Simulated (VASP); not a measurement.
# SiGe3Ru2: single point with PBE

Crystal: SiGe3Ru2.

```
Si Ge Ru
1.0
     3.64062    0.00000    0.00000
     0.00000    3.64062    0.00000
     0.00000    0.00000    8.93853
Si Ge Ru
1 3 2
Direct
  0.00000 0.00000 0.00000
  0.50000 0.50000 0.70546
  0.50000 0.50000 0.29454
  0.50000 0.50000 0.00000
  0.00000 0.50000 0.50000
  0.50000 0.00000 0.50000
```

The cell was built from a structure type or drawn by symmetry, and may not be a known phase.

```
Program             : VASP 6.6.1
Task                : single point
Functional          : PBE
Potentials or basis : VASP PAW PBE potentials, release 64 (Si, Ge_d, Ru_pv)
Cutoff              : 520 eV
k mesh              : 6 × 6 × 2
Occupations         : gaussian, width 0.1 eV
Spin                : collinear spin, ferromagnetic start
Starting moments    : [0.0, 0.0, 0.0, 0.0, 1.0, 1.0] μB
```

```yaml
Pressure: -0.1 GPa
Largest_force: 0.004 eV/Å
Band_gap_on_the_k_mesh: zero (filled and empty bands overlap)
Net_moment: -0.01 μB per cell
Valence_electrons_inside_the_program's_atomic_spheres: Si 1.56; Ge 12.29, 12.34 (each value once); Ru 12.69
```

Forces in eV/Å, atoms in the order of the input:
```
Si   0.000  0.000  0.000
Ge   0.000  0.000 -0.004
Ge   0.000  0.000  0.004
Ge   0.000  0.000  0.000
Ru   0.000  0.000  0.000
Ru   0.000  0.000  0.000
```

Stress tensor (GPa, compression positive):
```
-0.19  0.00  0.00
 0.00 -0.19  0.00
 0.00  0.00 -0.03
```

Levels at points of the mesh, in eV from the Fermi level:
Spin up:
```csv
k point,band 33,band 34,band 35,band 36,band 37,band 38,band 39,band 40,band 41,band 42
"(0.00, 0.00, 0.00)",-1.39,-0.52,0.11,0.11,0.19,1.52,1.99,1.99,2.32,3.28
"(0.50, 0.00, 0.00)",-1.92,-1.18,-0.97,-0.92,-0.67,0.75,1.07,1.42,1.76,1.99
"(0.50, 0.50, 0.00)",-2.72,-1.24,-1.24,-0.76,-0.76,0.23,0.44,0.74,0.83,1.34
"(0.00, 0.00, 0.50)",-1.30,-0.52,0.12,0.12,1.23,1.52,1.61,1.61,1.65,3.28
"(0.50, 0.00, 0.50)",-1.66,-1.48,-1.18,-0.95,-0.20,-0.12,0.38,1.19,1.76,2.92
"(0.50, 0.50, 0.50)",-2.36,-1.15,-0.77,-0.77,-0.59,-0.59,0.23,0.30,0.83,1.96
```
Spin down:
```csv
k point,band 33,band 34,band 35,band 36,band 37,band 38,band 39,band 40,band 41,band 42
"(0.00, 0.00, 0.00)",-1.39,-0.52,0.11,0.11,0.19,1.51,1.99,1.99,2.32,3.28
"(0.50, 0.00, 0.00)",-1.92,-1.18,-0.98,-0.93,-0.67,0.75,1.07,1.42,1.76,1.99
"(0.50, 0.50, 0.00)",-2.72,-1.24,-1.24,-0.77,-0.77,0.23,0.44,0.74,0.83,1.34
"(0.00, 0.00, 0.50)",-1.30,-0.52,0.12,0.12,1.23,1.51,1.61,1.61,1.65,3.28
"(0.50, 0.00, 0.50)",-1.66,-1.48,-1.18,-0.96,-0.20,-0.12,0.38,1.19,1.76,2.92
"(0.50, 0.50, 0.50)",-2.36,-1.15,-0.77,-0.77,-0.59,-0.59,0.23,0.30,0.83,1.96
```

Run time: 6 min on 1 thread of Oxide Virtual Turin-like Processor (shared host), peak memory 0.34 GiB.
